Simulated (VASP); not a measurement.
# Mo16F (a cell with a defect) in VASP: single point with PBE

Aim: the single point of Mo16F (a cell with a defect) with PBE.

Program: VASP 6.6.1. These are calculated values, not measurements. Logs are shortened: lines on timing, memory, paths and dates and some standing lists are left out, and cuts for length are marked.

### 1 The cell of the first run

The cell holds a defect, 17 atoms: a = 6.300 Å, b = 6.300 Å, c = 6.300 Å, α = 90.00°, β = 90.00°, γ = 90.00°.

### 2 Single point, PBE

The input, INCAR:

```
PREC = Accurate
ENCUT = 520
EDIFF = 1E-6
ISMEAR = -1
SIGMA = 0.1
LREAL = Auto
LASPH = True
NELM = 80
ALGO = Normal
ISIF = 2
LWAVE = False
LCHARG = True
GGA = PE
LELF = True
LVHAR = True
NBANDS = 130
```

The input, KPOINTS:

```
regular mesh
0
Gamma
  3 3 3
```

The input, POSCAR:

```
Mo16F
1.0
    6.3000000000      0.0000000000      0.0000000000
    0.0000000000      6.3000000000      0.0000000000
    0.0000000000      0.0000000000      6.3000000000
Mo F
16 1
Direct
    0.0043173016      0.0019757143     -0.0039712698
    0.4958539683      0.0019755556     -0.0039714286
    0.0017523810      0.4992192063     -0.0000855556
    0.0013365079     -0.0017080952      0.5032226984
    0.2500853968      0.2480442857      0.2482877778
    0.4984182540      0.4992192063     -0.0000853968
    0.4988339683     -0.0017090476      0.5032226984
    0.7500857143      0.2307242857      0.2341603175
    0.0317452381      0.4950536508      0.5251855556
    0.2500853968      0.7520693651      0.2463695238
    0.2500849206      0.2432312698      0.7562969841
    0.4684260317      0.4950512698      0.5251855556
    0.7500853968      0.7880261905      0.2191142857
    0.7500857143      0.2470753968      0.7525079365
    0.2500853968      0.7523723810      0.7538998413
    0.7500857143      0.7513842857      0.7521695238
    0.7500857143      0.5171226984      0.3826709524
```

Potentials or basis: VASP PAW PBE potentials, release 64 (Mo_sv, F).

Launch:

```sh
$ cat potpaw_PBE.64/Mo_sv/POTCAR potpaw_PBE.64/F/POTCAR > POTCAR
$ mpirun -np 1 vasp_std > vasp.out
```

OUTCAR:

```text
PREC = Accurate
   ENCUT = 520
   EDIFF = 1E-6
   ISMEAR = -1
   LREAL = Auto
   LASPH = True
   NELM = 80
   ISIF = 2
   GGA = PE

 ion  position               nearest neighbor table
   1  0.004  0.002  0.996-  13 2.52   8 2.63  11 2.64  15 2.68  14 2.70   5 2.71  10 2.71  16 2.72
                             2 3.10   4 3.10   3 3.13   3 3.17   4 3.20   2 3.20
   2  0.496  0.002  0.996-  13 2.52   8 2.63  11 2.64  15 2.68  14 2.70   5 2.71  10 2.71  16 2.72
                             1 3.10   7 3.10   6 3.13   6 3.17   7 3.20   1 3.20
   3  0.002  0.499  1.000-  15 2.72  10 2.72   5 2.72  11 2.72  14 2.73  16 2.73   8 2.75  13 2.78
                             9 3.00   6 3.13   1 3.13   1 3.17   6 3.17   9 3.31
   4  0.001  0.998  0.503-  15 2.71  11 2.72  16 2.72  14 2.73  13 2.73  10 2.74   5 2.74   8 2.74
                             1 3.10   7 3.13   9 3.14   7 3.17   9 3.18   1 3.20
   5  0.250  0.248  0.248-   1 2.71   2 2.71  12 2.71   9 2.71   6 2.72   3 2.72   4 2.74   7 2.74
                            11 3.10  10 3.12   8 3.15   8 3.15  10 3.18  11 3.20
   6  0.498  0.499  1.000-  15 2.72  10 2.72   5 2.72  11 2.72  14 2.73  16 2.73   8 2.75  13 2.78
                            12 3.00   3 3.13   2 3.13   2 3.17   3 3.17  12 3.31
   7  0.499  0.998  0.503-  15 2.71  11 2.72  16 2.72  14 2.73  13 2.73  10 2.74   5 2.74   8 2.74
                             2 3.10   4 3.13  12 3.14   4 3.17  12 3.18   2 3.20
   8  0.750  0.231  0.234-  17 2.03   1 2.63   2 2.63   4 2.74   7 2.74   3 2.75   6 2.75  13 2.79
                            14 3.04  12 3.05   9 3.05   5 3.15   5 3.15  14 3.27
   9  0.032  0.495  0.525-  17 1.99  11 2.56  15 2.57   5 2.71  12 2.75  10 2.76  14 2.76  16 2.79
                             3 3.00   8 3.05   4 3.14   4 3.18  13 3.21   3 3.31
  10  0.250  0.752  0.246-   1 2.71   2 2.71   6 2.72   3 2.72   7 2.74   4 2.74   9 2.76  12 2.76
                            15 3.10   5 3.12  13 3.16  13 3.16   5 3.18  15 3.20
  11  0.250  0.243  0.756-  12 2.56   9 2.56   1 2.64   2 2.64   4 2.72   7 2.72   3 2.72   6 2.72
                            15 3.09   5 3.10  14 3.15  14 3.15   5 3.20  15 3.21
  12  0.468  0.495  0.525-  17 1.99  11 2.56  15 2.57   5 2.71   9 2.75  10 2.76  14 2.76  16 2.79
                             6 3.00   8 3.05   7 3.14   7 3.18  13 3.21   6 3.31
  13  0.750  0.788  0.219-  17 1.99   2 2.52   1 2.52   7 2.73   4 2.73   3 2.78   6 2.78   8 2.79
                            16 2.95  10 3.16  10 3.16   9 3.21  12 3.21  16 3.37
  14  0.750  0.247  0.753-   1 2.70   2 2.70   4 2.73   7 2.73   3 2.73   6 2.73  12 2.76   9 2.76
                             8 3.04  16 3.12  11 3.15  11 3.15  16 3.18   8 3.27
  15  0.250  0.752  0.754-   9 2.57  12 2.57   1 2.68   2 2.68   7 2.71   4 2.71   6 2.72   3 2.72
                            11 3.09  10 3.10  16 3.15  16 3.15  10 3.20  11 3.21
  16  0.750  0.751  0.752-   4 2.72   7 2.72   2 2.72   1 2.72   3 2.73   6 2.73   9 2.79  12 2.79
                            13 2.95  14 3.12  15 3.15  15 3.15  14 3.18  13 3.37
  17  0.750  0.517  0.383-   9 1.99  12 1.99  13 1.99   8 2.03

  LATTYP: Found a simple cubic cell.
 ALAT       =     6.3000000000

  Lattice vectors:

 A1 = (   6.3000000000,   0.0000000000,   0.0000000000)
 A2 = (   0.0000000000,   6.3000000000,   0.0000000000)
 A3 = (   0.0000000000,   0.0000000000,   6.3000000000)

Analysis of symmetry for initial positions (statically):
=====================================================================
 Subroutine PRICEL returns:
 Original cell was already a primitive cell.

 Routine SETGRP: Setting up the symmetry group for a
 simple cubic supercell.

 Subroutine GETGRP returns: Found  2 space group operations
 (whereof  1 operations were pure point group operations)
 out of a pool of 48 trial point group operations.

The static configuration has the point symmetry C_1 .
 The point group associated with its full space group is C_1h.

Analysis of symmetry for dynamics (positions and initial velocities):
=====================================================================
 Subroutine PRICEL returns:
 Original cell was already a primitive cell.

 Routine SETGRP: Setting up the symmetry group for a
 simple cubic supercell.

 Subroutine GETGRP returns: Found  2 space group operations
 (whereof  1 operations were pure point group operations)
 out of a pool of 48 trial point group operations.

The dynamic configuration has the point symmetry C_1 .
 The point group associated with its full space group is C_1h.

 Subroutine INISYM returns: Found  2 space group operations
 (whereof  1 operations are pure point group operations),
 and found     1 'primitive' translations

----------------------------------------------------------------------------------------

                                     Primitive cell

[... 62 lines left out ...]
     0.000000000  0.000000000  0.052910053     0.000000000  0.000000000  0.333333333

  Length of vectors
     0.052910053  0.052910053  0.052910053

  Shift w.r.t. Gamma in fractional coordinates (k-lattice)
     0.000000000  0.000000000  0.000000000

 Subroutine IBZKPT returns following result:
 ===========================================

 Found     10 irreducible k-points:

 Following reciprocal coordinates:
            Coordinates               Weight
  0.000000  0.000000  0.000000      1.000000
  0.333333  0.000000  0.000000      2.000000
  0.000000  0.333333  0.000000      2.000000
  0.000000  0.000000  0.333333      2.000000
  0.333333  0.333333  0.000000      4.000000
  0.000000  0.333333  0.333333      2.000000
  0.333333  0.000000  0.333333      4.000000
  0.000000 -0.333333  0.333333      2.000000
  0.333333  0.333333  0.333333      4.000000
 -0.333333 -0.333333  0.333333      4.000000
   k-points           NKPTS =     10   k-points in BZ     NKDIM =     10   number of bands    NBANDS=    130
   number of dos      NEDOS =    301   number of ions     NIONS =     17
   total plane-waves  NPLWV = 110592
   dimension x,y,z NGX =    48 NGY =   48 NGZ =   48
   dimension x,y,z NGXF=    96 NGYF=   96 NGZF=   96
   ions per type =              16   1
   NGX,Y,Z   is equivalent  to a cutoff of  12.67, 12.67, 12.67 a.u.
   NGXF,Y,Z  is equivalent  to a cutoff of  25.33, 25.33, 25.33 a.u.
 SYSTEM =  unknown system
   PREC   = accura    normal or accurate (medium, high low for compatibility)
   ISTART =      0    job   : 0-new  1-cont  2-samecut
   ICHARG =      2    charge: 1-file 2-atom 10-const
   ISPIN  =      1    spin polarized calculation?
   LNONCOLLINEAR =      F non collinear calculations
   LSORBIT =      F    spin-orbit coupling
   LASPH  =      T    aspherical Exc in radial PAW
   ENCUT  =  520.0 eV  38.22 Ry    6.18 a.u.  11.71 11.71 11.71*2*pi/ulx,y,z
   NELM   =     80;   NELMIN=  2; NELMDL= -5     # of ELM steps
   EDIFF  = 0.1E-05   stopping-criterion for ELM
   LREAL  =      T    real-space projection
   EDIFFG = 0.1E-04   stopping-criterion for IOM
   NSW    =      0    number of steps for IOM
   IBRION =     -1    ionic relax: 0-MD 1-quasi-New 2-CG
   NFREE  =      0    steps in history (QN), initial steepest desc. (CG)
   ISIF   =      2    stress and relaxation
   ISYM   =      2    0-nonsym 1-usesym 2-fastsym
   POTIM  = 0.5000    time-step for ionic-motion
   TEBEG  =    0.0;   TEEND  =   0.0 temperature during run
   PSTRESS=    0.0 pullay stress
   NELECT =     231.0000    total number of electrons
   NUPDOWN=      -1.0000    fix difference up-down
   EMIN   =  10.00;   EMAX   =-10.00  energy-range for DOS
   EFERMI =   0.00;   METHOD = LEGACY
   ISMEAR =    -1;   SIGMA  =   0.10  broadening in eV -4-tet -1-fermi 0-gaus
   EFERMI_NEDOS =   21; number of points for ismear=-14 and -15
   IALGO  =     38    algorithm
   IMIX   =      4    mixing-type and parameters
     AMIX     =   0.40;   BMIX     =  1.00
     AMIX_MAG =   1.60;   BMIX_MAG =  1.00
  volume/ion in A,a.u.               =      14.71        99.26
  Fermi-wavevector in a.u.,A,eV,Ry     =   1.594428  3.013032 34.588744  2.542201
  Thomas-Fermi vector in A             =   2.692504
   LORBIT       =      0    0 simple, 1 ext, 2 COOP (PROOUT), +10 PAW based schemes
   GGA     = PE    functional components
   LHFCALC =     F    Hartree Fock is set to
   AEXX    =    0.0000 exact exchange contribution
   IVDW    =     0    specifies the selected vdW correction
   LEPSILON=     F    determine dielectric tensor
   LRPA    =     F    only Hartree local field effects (RPA)
 non-spin polarized calculation
  energy-cutoff  :      520.00
  volume of cell :      250.05
 maximum number of plane-waves:      6763
   NGX = 23   NGY = 23   NGZ = 23

 number of electron     231.0000002 magnetization

 Free energy of the ion-electron system (eV)
  ---------------------------------------------------
  ext. energy  EPLUGINS =         0.00000000
  ---------------------------------------------------
  free energy    TOTEN  =      -174.67208184 eV

  energy without entropy =     -174.34104419  energy(sigma->0) =     -174.50656302

 E-fermi :  12.8914     XC(G=0): -13.4981

 val. band max:       12.8716336479   @ k =   0.0000  -0.3333   0.3333
 cond. band min:      12.8945207417   @ k =   0.0000   0.3333   0.3333
 fundamental gap:      0.0228870938
 Fermi energy:        12.8914107549

 k-point     1 :       0.0000    0.0000    0.0000
  band No.  band energies     occupation
      1     -48.3808      2.00000
      2     -48.2491      2.00000
      3     -48.1720      2.00000
      4     -48.1505      2.00000
      5     -48.1007      2.00000
      6     -48.0713      2.00000
[... 1289 lines left out ...]
    126      14.2792      0.00000
    127      14.3494      0.00000
 [bands above 127 left out]

------------------------ aborting loop because EDIFF is reached ----------------------------------------

  FORCE on cell =-STRESS in cart. coord.  units (eV):
  Direction    XX          YY          ZZ          XY          YZ          ZX
  --------------------------------------------------------------------------------------
  -------------------------------------------------------------------------------------
  Total       25.5593013     23.4825648     26.3098439      0.0000000     -1.8799984      0.0000000
  in kB      163.7713436    150.4646442    168.5804490      0.0000000    -12.0460987      0.0000000
  external PRESSURE =     160.9388123 kB  Pullay stress =       0.0000000 kB

 VOLUME and BASIS-vectors are now :
 -----------------------------------------------------------------------------
  energy-cutoff  :      520.00
  volume of cell :      250.05
      direct lattice vectors                 reciprocal lattice vectors
     6.300000000  0.000000000  0.000000000     0.158730159  0.000000000  0.000000000
     0.000000000  6.300000000  0.000000000     0.000000000  0.158730159  0.000000000
     0.000000000  0.000000000  6.300000000     0.000000000  0.000000000  0.158730159

 POSITION                                       TOTAL-FORCE (eV/Angst)
 -----------------------------------------------------------------------------------
      0.02720      0.01245      6.27498         0.003384      0.000312      0.007766
      3.12388      0.01245      6.27498        -0.003384      0.000312      0.007766
      0.01104      3.14508      6.29946         0.004135      0.029671      0.013069
      0.00842      6.28924      3.17030         0.009468      0.038824      0.018847
      1.57554      1.56268      1.56421         0.000000      0.028925      0.007853
      3.14004      3.14508      6.29946        -0.004135      0.029671      0.013069
[... 9 lines left out ...]
      4.72554      4.73372      4.73867         0.000000      0.018212     -0.001352
      4.72554      3.25787      2.41083         0.000000     -0.281861     -0.223218
 -----------------------------------------------------------------------------------
    total drift:                                0.043904     -0.000376      0.000392

  FREE ENERGIE OF THE ION-ELECTRON SYSTEM (eV)
  ---------------------------------------------------
  free  energy   TOTEN  =      -174.6720818437 eV

  energy  without entropy=     -174.3410441916  energy(sigma->0) =     -174.50656302
```

Run time: 16 min. Hardware: 1 thread of Intel Xeon 8259CL, shared host; peak memory 0.45 GiB.

Results:

```
Free energy            : -174.6721 eV
Pressure               : 16.1 GPa
Largest force          : 0.360 eV/Å
Band gap on the k mesh : zero (an odd number of electrons rules out a gap without spin polarisation)
```

Forces on the atoms (eV/Å):
```
Mo   0.003  0.000  0.008
Mo  -0.003  0.000  0.008
Mo   0.004  0.030  0.013
Mo   0.009  0.039  0.019
Mo   0.000  0.029  0.008
Mo  -0.004  0.030  0.013
Mo  -0.009  0.039  0.019
Mo   0.000 -0.188 -0.144
Mo   0.001  0.108  0.057
Mo   0.000 -0.004  0.032
Mo   0.000  0.034  0.007
Mo  -0.001  0.108  0.057
Mo   0.000 -0.037  0.090
Mo   0.000  0.023 -0.003
Mo   0.000  0.053  0.041
Mo   0.000  0.018 -0.001
F    0.000 -0.282 -0.223
```

The gap in the log of VASP goes by the Fermi energy; the results here count the filled bands.